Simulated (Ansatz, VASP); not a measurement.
# In in VASP and in Ansatz

```
In
1.0
     3.40090    0.00000    0.00000
    -1.70045    2.94527    0.00000
     0.00000    0.00000    5.61719
In
2
Cartesian
  1.7005 0.9818 4.2129
  0.0000 1.9635 1.4043
```

Change from the starting cell: volume scaled by 1.06.

Alike in both runs: task single point; functional LDA; k mesh 9 × 9 × 5; occupations fermi-dirac, width 0.05 eV; no spin polarisation.

|  | VASP | Ansatz |
| --- | --- | --- |
| version | VASP 6.6.1 | Ansatz 0.2.0 |
| potentials or method | VASP PAW LDA potentials, release 64 (In_d), cutoff 520 eV | all-electron LAPW, scalar-relativistic |

```tsv
	VASP	Ansatz	Ansatz less VASP
gap on the k mesh at the Fermi level (eV)	none	none	-
pressure (GPa)	-4.4	-4.3	+0.10
traceless stress, the component that is largest in VASP (GPa)	0.51	0.54	+0.032
```

LDA's correlation is that of Perdew and Zunger in VASP and of Perdew and Wang (1992) in Ansatz. A gap of «none» marks a metal or a gap that the smearing closes. Ansatz ran all-electron here, and VASP with PAW potentials.
